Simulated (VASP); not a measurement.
PbS, 2 atoms in the cell. The typed cell holds 2 atoms: a = 4.143 Å, b = 4.143 Å, c = 4.143 Å, α = 59.99°, β = 59.99°, γ = 59.99°. 

```yaml
Program: VASP 6.6.1
Task: single point
Functional: PBEsol
Dispersion: D4
Potentials_or_basis: VASP PAW PBE potentials, release 64 (Pb_d, S)
Cutoff: 520 eV
k_mesh: 8 × 8 × 8
Occupations: fermi-dirac, width 0.05 eV
Spin: no spin polarisation
Dipole_correction: no
Further_INCAR_settings: ALGO = Normal; EDIFF = 1e-06; NBANDS = 17
```

Potentials or basis: VASP PAW PBE potentials, release 64 (Pb_d, S).

Run with:

```sh
$ cat potpaw_PBE.64/Pb_d/POTCAR potpaw_PBE.64/S/POTCAR > POTCAR
$ mpirun -np 1 vasp_std > vasp.out
```

Hardware: 1 thread of Intel(R) Xeon(R) 6975P-C (Granite Rapids), on a shared host.

**Question.** Estimate the wall time of this run.

**Answer.** Wall time 16 s on 1 thread of Intel(R) Xeon(R) 6975P-C (Granite Rapids), on a shared host, peak memory 0.2 GiB. Counts: scf iterations 12, k points 65.
